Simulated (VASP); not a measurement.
# BN (I-4m2) in VASP: notebook

BN is run at these levels: PBE; tasks: single point.

All numbers are computed with VASP 6.6.1; they aren't measurements. Logs are shortened: lines on timing, memory, paths and dates and some standing lists are left out, and cuts for length are marked.

### 1 The cell of the first run

The structure is tetragonal, space group I-4m2 (No. 119). Conventional cell: a = 2.552 Å, b = 2.552 Å, c = 3.574 Å, α = 90.00°, β = 90.00°, γ = 90.00°. B (site symmetry -4m2) has 4 N at 1.56 Å within 2.1 Å. Within 2.1 Å of N (site symmetry -4m2) lie 4 B at 1.56 Å.

### 2 Single point, PBE (uniaxial z strain -1.0%)

Contents of INCAR:

```
SYSTEM = BN
  PREC = Accurate
  ENCUT = 520
  EDIFF = 1E-7
  ISMEAR = -1
  SIGMA = 0.02
  LREAL = .False.
  LASPH = .True.
  NELM = 60
  ALGO = Normal
  ISIF = 2
  LWAVE = .False.
  LCHARG = .False.
  GGA = PE
  NBANDS = 11
```

Contents of KPOINTS:

```
Automatic mesh
0
Gamma
  12 12 12
  0 0 0
```

Contents of POSCAR:

```
BN
1.0
    0.0000000000      1.8048254650      1.7867772104
    1.8048254650      0.0000000000      1.7867772104
    1.8048254650      1.8048254650      0.0000000000
B N
1 1
Direct
    0.0000000000      0.0000000000      0.0000000000
    0.2500000000      0.2500000000      0.2500000000
```

Potentials or basis: VASP PAW PBE potentials, release 64 (B, N).

Started as:

```bash
$ cat potpaw_PBE.64/B/POTCAR potpaw_PBE.64/N/POTCAR > POTCAR
$ mpirun -np 1 vasp_std > vasp.out
```

OUTCAR:

```text
SYSTEM = BN
   PREC = Accurate
   ENCUT = 520
   EDIFF = 1E-7
   ISMEAR = -1
   LREAL = .False.
   LASPH = .True.
   NELM = 60
   ISIF = 2
   GGA = PE

 ion  position               nearest neighbor table
   1  0.000  0.000  0.000-   2 1.56   2 1.56   2 1.56   2 1.56
   2  0.250  0.250  0.250-   1 1.56   1 1.56   1 1.56   1 1.56

  LATTYP: Found a body centered tetragonal cell.
 ALAT       =     2.5524086503
 C/A-ratio  =     1.4000714268

  Lattice vectors:

 A1 = (   0.0000000000,  -1.8048254650,  -1.7867772104)
 A2 = (   0.0000000000,   1.8048254650,  -1.7867772104)
 A3 = (   1.8048254650,   0.0000000000,   1.7867772104)

Analysis of symmetry for initial positions (statically):
=====================================================================
 Subroutine PRICEL returns:
 Original cell was already a primitive cell.

 Routine SETGRP: Setting up the symmetry group for a
 body centered tetragonal supercell.

 Subroutine GETGRP returns: Found  8 space group operations
 (whereof  8 operations were pure point group operations)
 out of a pool of 16 trial point group operations.

The static configuration has the point symmetry D_2d.

Analysis of symmetry for dynamics (positions and initial velocities):
=====================================================================
 Subroutine PRICEL returns:
 Original cell was already a primitive cell.

 Routine SETGRP: Setting up the symmetry group for a
 body centered tetragonal supercell.

 Subroutine GETGRP returns: Found  8 space group operations
 (whereof  8 operations were pure point group operations)
 out of a pool of 16 trial point group operations.

The dynamic configuration has the point symmetry D_2d.

 Subroutine INISYM returns: Found  8 space group operations
 (whereof  8 operations are pure point group operations),
 and found     1 'primitive' translations

----------------------------------------------------------------------------------------

                                     Primitive cell

  volume of cell :      11.6405

  direct lattice vectors                    reciprocal lattice vectors
     0.000000000  1.804825465  1.786777210    -0.277035098  0.277035098  0.279833433
     1.804825465  0.000000000  1.786777210     0.277035098 -0.277035098  0.279833433
     1.804825465  1.804825465  0.000000000     0.277035098  0.277035098 -0.279833433

  length of vectors
     2.539678672  2.539678672  2.552408650     0.481459906  0.481459906  0.481459906

  position of ions in fractional coordinates (direct lattice)
     0.000000000  0.000000000  0.000000000
     0.250000000  0.250000000  0.250000000

  ion indices of the primitive-cell ions
   primitive index   ion index
                 1           1
                 2           2

----------------------------------------------------------------------------------------

 KPOINTS: Automatic mesh

Automatic generation of k-mesh.
 Grid dimensions read from file:
 generate k-points for:   12   12   12

 Generating k-lattice:

  Cartesian coordinates                     Fractional coordinates (reciprocal lattice)
    -0.023086258  0.023086258  0.023319453     0.083333333  0.000000000  0.000000000
     0.023086258 -0.023086258  0.023319453     0.000000000  0.083333333  0.000000000
     0.023086258  0.023086258 -0.023319453     0.000000000  0.000000000  0.083333333

  Length of vectors
     0.040121659  0.040121659  0.040121659

  Shift w.r.t. Gamma in fractional coordinates (k-lattice)
     0.000000000  0.000000000  0.000000000

 Subroutine IBZKPT returns following result:
 ===========================================

 Found    163 irreducible k-points:

 Following reciprocal coordinates:
            Coordinates               Weight
  0.000000  0.000000  0.000000      1.000000
  0.083333  0.000000  0.000000      8.000000
  0.166667 -0.000000  0.000000      8.000000
  0.250000 -0.000000  0.000000      8.000000
  0.333333 -0.000000  0.000000      8.000000
  0.416667 -0.000000  0.000000      8.000000
[... 16 lines left out ...]
  0.500000  0.166667  0.000000      8.000000
 -0.416667  0.166667  0.000000      8.000000
 [... further k-points ...]
   k-points           NKPTS =    163   k-points in BZ     NKDIM =    163   number of bands    NBANDS=     11
   number of dos      NEDOS =    301   number of ions     NIONS =      2
   total plane-waves  NPLWV =   8000
   dimension x,y,z NGX =    20 NGY =   20 NGZ =   20
   dimension x,y,z NGXF=    40 NGYF=   40 NGZF=   40
   ions per type =               1   1
   NGX,Y,Z   is equivalent  to a cutoff of  13.09, 13.09, 13.03 a.u.
   NGXF,Y,Z  is equivalent  to a cutoff of  26.18, 26.18, 26.05 a.u.
 SYSTEM =  BN
   PREC   = accura    normal or accurate (medium, high low for compatibility)
   ISTART =      0    job   : 0-new  1-cont  2-samecut
   ICHARG =      2    charge: 1-file 2-atom 10-const
   ISPIN  =      1    spin polarized calculation?
   LNONCOLLINEAR =      F non collinear calculations
   LSORBIT =      F    spin-orbit coupling
   LASPH  =      T    aspherical Exc in radial PAW
   ENCUT  =  520.0 eV  38.22 Ry    6.18 a.u.   4.72  4.72  4.75*2*pi/ulx,y,z
   NELM   =     60;   NELMIN=  2; NELMDL= -5     # of ELM steps
   EDIFF  = 0.1E-06   stopping-criterion for ELM
   LREAL  =      F    real-space projection
   EDIFFG = 0.1E-05   stopping-criterion for IOM
   NSW    =      0    number of steps for IOM
   IBRION =     -1    ionic relax: 0-MD 1-quasi-New 2-CG
   NFREE  =      0    steps in history (QN), initial steepest desc. (CG)
   ISIF   =      2    stress and relaxation
   ISYM   =      2    0-nonsym 1-usesym 2-fastsym
   POTIM  = 0.5000    time-step for ionic-motion
   TEBEG  =    0.0;   TEEND  =   0.0 temperature during run
   PSTRESS=    0.0 pullay stress
   NELECT =       8.0000    total number of electrons
   NUPDOWN=      -1.0000    fix difference up-down
   EMIN   =  10.00;   EMAX   =-10.00  energy-range for DOS
   EFERMI =   0.00;   METHOD = LEGACY
   ISMEAR =    -1;   SIGMA  =   0.02  broadening in eV -4-tet -1-fermi 0-gaus
   EFERMI_NEDOS =   21; number of points for ismear=-14 and -15
   IALGO  =     38    algorithm
   IMIX   =      4    mixing-type and parameters
     AMIX     =   0.40;   BMIX     =  1.00
     AMIX_MAG =   1.60;   BMIX_MAG =  1.00
  volume/ion in A,a.u.               =       5.82        39.28
  Fermi-wavevector in a.u.,A,eV,Ry     =   1.444712  2.730109 28.397974  2.087192
  Thomas-Fermi vector in A             =   2.562976
   LORBIT       =      0    0 simple, 1 ext, 2 COOP (PROOUT), +10 PAW based schemes
   GGA     = PE    functional components
   LHFCALC =     F    Hartree Fock is set to
   AEXX    =    0.0000 exact exchange contribution
   IVDW    =     0    specifies the selected vdW correction
   LEPSILON=     F    determine dielectric tensor
   LRPA    =     F    only Hartree local field effects (RPA)
 non-spin polarized calculation
  energy-cutoff  :      520.00
  volume of cell :       11.64
 maximum number of plane-waves:       331
   NGX =  9   NGY =  9   NGZ =  9

 number of electron       7.9999999 magnetization

 Free energy of the ion-electron system (eV)
  ---------------------------------------------------
  ext. energy  EPLUGINS =         0.00000000
  ---------------------------------------------------
  free energy    TOTEN  =       -17.44149647 eV

  energy without entropy =      -17.44149647  energy(sigma->0) =      -17.44149647

 E-fermi :   8.0464     XC(G=0): -12.8939

 val. band max:        7.6483327695   @ k =   0.0000   0.0000   0.0000
 cond. band min:      11.9406258584   @ k =   0.5000   0.5000   0.0000
 fundamental gap:      4.2922930889
 Fermi energy:         8.0463935833

 k-point     1 :       0.0000    0.0000    0.0000
  band No.  band energies     occupation
      1     -12.8138      2.00000
      2       7.5498      2.00000
      3       7.5498      2.00000
      4       7.6483      2.00000
      5      16.4246      0.00000
      6      16.4964      0.00000
      7      16.4964      0.00000
      8      18.1682      0.00000
      9      32.6093      0.00000
     10      35.2679      0.00000
     11      35.7730      0.00000

 k-point     2 :       0.0833    0.0000    0.0000
  band No.  band energies     occupation
      1     -12.6426      2.00000
      2       6.6594      2.00000
      3       7.3623      2.00000
      4       7.4381      2.00000
      5      16.6621      0.00000
      6      16.7700      0.00000
      7      16.7734      0.00000
      8      18.7191      0.00000
      9      32.3682      0.00000
     10      33.1059      0.00000
     11      33.4647      0.00000

 k-point     3 :       0.1667   -0.0000    0.0000
  band No.  band energies     occupation
      1     -12.1358      2.00000
      2       4.5403      2.00000
      3       6.9063      2.00000
      4       6.9995      2.00000
      5      17.0334      0.00000
      6      17.4028      0.00000
      7      17.4100      0.00000
      8      20.0291      0.00000
      9      31.5831      0.00000
     10      31.6920      0.00000
     11      31.9361      0.00000

 k-point     4 :       0.2500   -0.0000    0.0000
  band No.  band energies     occupation
      1     -11.3162      2.00000
      2       2.0475      2.00000
      3       6.3801      2.00000
      4       6.4959      2.00000
      5      17.3607      0.00000
      6      18.0029      0.00000
      7      18.0381      0.00000
      8      21.3468      0.00000
      9      31.1549      0.00000
     10      31.2398      0.00000
     11      31.4632      0.00000
[... 239 lines left out ...]
 k-point    22 :       0.4167    0.1667    0.0000
  band No.  band energies     occupation
      1      -9.3104      2.00000
      2      -0.7067      2.00000
      3       4.4959      2.00000
      4       4.5065      2.00000
      5      16.0668      0.00000
      6      20.2482      0.00000
      7      20.5565      0.00000
      8      21.4160      0.00000
      9      28.2101      0.00000
     10      34.1841      0.00000
     11      36.1980      0.00000

 k-point    23 :       0.5000    0.1667    0.0000
  band No.  band energies     occupation
      1      -8.3293      2.00000
      2      -2.2791      2.00000
      3       3.9101      2.00000
      4       4.5751      2.00000
      5      16.4097      0.00000
      6      20.1930      0.00000
      7      20.2988      0.00000
      8      22.7653      0.00000
      9      28.5267      0.00000
     10      34.3403      0.00000
     11      35.4147      0.00000

 k-point    24 :      -0.4167    0.1667    0.0000
  band No.  band energies     occupation
      1      -8.1606      2.00000
      2      -2.5254      2.00000
      3       3.4991      2.00000
      4       4.8927      2.00000
      5      16.8511      0.00000
      6      19.9043      0.00000
      7      20.0492      0.00000
      8      23.4747      0.00000
      9      28.7394      0.00000
     10      33.1019      0.00000
     11      34.5666      0.00000

 [... further k-points ...]

------------------------ aborting loop because EDIFF is reached ----------------------------------------

  FORCE on cell =-STRESS in cart. coord.  units (eV):
  Direction    XX          YY          ZZ          XY          YZ          ZX
  --------------------------------------------------------------------------------------
  -------------------------------------------------------------------------------------
  Total        0.5063804      0.5063804      0.9551121      0.0000000      0.0000000      0.0000000
  in kB       69.6974078     69.6974078    131.4601415      0.0000000      0.0000000      0.0000000
  external PRESSURE =      90.2849857 kB  Pullay stress =       0.0000000 kB

 VOLUME and BASIS-vectors are now :
 -----------------------------------------------------------------------------
  energy-cutoff  :      520.00
  volume of cell :       11.64
      direct lattice vectors                 reciprocal lattice vectors
     0.000000000  1.804825465  1.786777210    -0.277035098  0.277035098  0.279833433
     1.804825465  0.000000000  1.786777210     0.277035098 -0.277035098  0.279833433
     1.804825465  1.804825465  0.000000000     0.277035098  0.277035098 -0.279833433

 POSITION                                       TOTAL-FORCE (eV/Angst)
 -----------------------------------------------------------------------------------
      0.00000      0.00000      0.00000        -0.000000     -0.000000      0.000000
      0.90241      0.90241      0.89339         0.000000      0.000000     -0.000000
 -----------------------------------------------------------------------------------
    total drift:                                0.000000      0.000000     -0.000000

  FREE ENERGIE OF THE ION-ELECTRON SYSTEM (eV)
  ---------------------------------------------------
  free  energy   TOTEN  =       -17.4414964651 eV

  energy  without entropy=      -17.4414964651  energy(sigma->0) =      -17.44149647
```

It took 19 s on 1 thread of Intel Xeon 8259CL, shared host; peak memory 0.13 GiB.

Results:

```
Free energy            : -17.4415 eV
Pressure               : 9.0 GPa
Band gap on the k mesh : 4.29 eV (least direct gap 8.78 eV)
```

Caveat: the cell differs from its parent crystal (uniaxial z strain -1.0%); the cell stands under pressure. A k mesh can miss the band edges.

### 3 Single point, PBE (uniaxial z strain +1.0%)

Contents of INCAR:

```
PREC     = Accurate       # precision mode
ENCUT    = 520            # plane-wave cutoff, eV
EDIFF    = 1E-7           # SCF threshold, eV
ISMEAR   = -1             # smearing method
SIGMA    = 0.02           # smearing width, eV
LREAL    = F              # projectors in reciprocal space
LASPH    = T              # aspherical terms in the spheres
NELM     = 60             # most SCF steps
ALGO     = Normal         # electronic algorithm
ISIF     = 2              # what is computed and relaxed
LWAVE    = F              # write WAVECAR
LCHARG   = F              # write CHGCAR
GGA      = PE             # functional
NBANDS   = 11             # bands
```

Contents of KPOINTS:

```
regular mesh
0
Gamma
  12 12 12
```

Contents of POSCAR:

```
BN
1.0
    0.0000000000      1.8048254650      1.8228737197
    1.8048254650      0.0000000000      1.8228737197
    1.8048254650      1.8048254650      0.0000000000
B N
1 1
Direct
    0.0000000000      0.0000000000      0.0000000000
    0.2500000000      0.2500000000      0.2500000000
```

Potentials or basis: VASP PAW PBE potentials, release 64 (B, N).

Started as:

```bash
$ cat potpaw_PBE.64/B/POTCAR potpaw_PBE.64/N/POTCAR > POTCAR
$ mpirun -np 1 vasp_std > vasp.out
```

It took 21 s on 1 thread of Intel Xeon 8259CL, shared host; peak memory 0.14 GiB.

The run converged. Its results:

```yaml
Free_energy: -17.4493 eV
Pressure: 1.2 GPa
Band_gap_on_the_k_mesh: 4.36 eV (least direct gap 8.74 eV)
```

Stress tensor (GPa, compression positive):
```
 3.24  0.00  0.00
 0.00  3.24  0.00
 0.00  0.00 -2.93
```

Levels at points of the mesh, in eV from the valence-band top:
```
           k point  band 1  band 2  band 3  band 4  band 5  band 6  band 7  band 8  band 9
(0.00, 0.00, 0.00)  -20.20   -0.10    0.00    0.00    8.74    8.74    8.81   10.23   24.62
(0.50, 0.00, 0.00)  -16.01  -10.67   -2.04   -1.89    9.99   10.64   10.70   15.17   23.34
(0.50, 0.50, 0.00)  -14.73   -9.01   -4.82   -4.82    4.54    9.32   17.78   17.78   20.52
(0.50, 0.00, 0.50)  -14.61   -8.86   -4.96   -4.95    4.36    9.09   17.73   17.88   20.72
```

Caveat: the cell differs from its parent crystal (uniaxial z strain +1.0%). A k mesh can miss the band edges.

(Continued in part 2 of 2.)
